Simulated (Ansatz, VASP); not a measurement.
# One calculation of CdS, two programs

Contents of INCAR:

```
SYSTEM = CdS
  ALGO = Normal
  EDIFF = 1E-6
  ENCUT = 520
  ISIF = 2
  ISMEAR = 0
  LASPH = .TRUE.
  LCHARG = .FALSE.
  LREAL = .FALSE.
  LWAVE = .FALSE.
  NBANDS = 26
  NELM = 100
  PREC = Accurate
  SIGMA = 0.01
```

KPOINTS

```
k-points
0
G
  6 6 4
  0 0 0
```

POSCAR

```
CdS
1.0
    4.0531411549      0.0000000000      0.0000000000
   -2.0265705775      3.5101232053      0.0000000000
    0.0000000000      0.0000000000      6.6697961214
Cd S
2 2
Direct
    0.3333333333      0.6666666667      0.0006451906
    0.6666666667      0.3333333333      0.5006451906
    0.3333333333      0.6666666667      0.3743548094
    0.6666666667      0.3333333333      0.8743548094
```

Input for Ansatz:

```yaml
crystal:
  lattice:
    - [4.05314115494, 0.0, 0.0]
    - [-2.02657057747, 3.5101232053, 0.0]
    - [0.0, 0.0, 6.6697961214]
  atoms:
    - { symbol: Cd, position: [0.333333333333, 0.666666666667, 0.000645190587] }
    - { symbol: Cd, position: [0.666666666667, 0.333333333333, 0.500645190587] }
    - { symbol: S, position: [0.333333333333, 0.666666666667, 0.374354809413] }
    - { symbol: S, position: [0.666666666667, 0.333333333333, 0.874354809413] }
kpoints:
  mp_grid: { grid: [6, 6, 4] }
scf:
  occupations: { method: fixed }
  convergence: { dr2_threshold: 1.0e-10 }
hamiltonian:
  xc: lda
  pseudopotentials: { kind: all_electron, lapw: { basis_error: 0.0005 } }
output:
  forces: true
  stress: true
  eigenstates:
    kpoints:
      - [0.0, 0.0, 0.0]
      - [0.0, 0.0, -0.5]
      - [-0.5, 0.0, 0.0]
      - [-0.5, 0.5, 0.0]
      - [0.0, -0.5, 0.0]
      - [-0.5, 0.0, -0.5]
      - [-0.5, 0.5, -0.5]
      - [0.0, -0.5, -0.5]
  eigenvalues: true
```

Change from the starting cell: film at in-plane strain -0.005.

Alike in both runs: task single point; functional LDA; k mesh 6 × 6 × 4; no spin polarisation.

|  | VASP | Ansatz |
| --- | --- | --- |
| version | VASP 6.6.1 | Ansatz 0.2.0 |
| potentials or method | VASP PAW LDA potentials, release 64 (Cd, S), cutoff 520 eV | all-electron LAPW, scalar-relativistic |
| occupations | gaussian, width 0.01 eV | fixed |

Ansatz gave:

```
gap on the k mesh at the Fermi level (eV)                     : 1.02
pressure (GPa)                                                : 0.4
traceless stress, the component that is largest in VASP (GPa) : -0.35
```

Problem. What did VASP give for the same quantities?

Solution. gap on the k mesh at the Fermi level (eV): 1.05; pressure (GPa): 0.9; traceless stress, the component that is largest in VASP (GPa): -0.35.

LDA's correlation is that of Perdew and Zunger in VASP and of Perdew and Wang (1992) in Ansatz. Ansatz ran all-electron here, and VASP with PAW potentials.
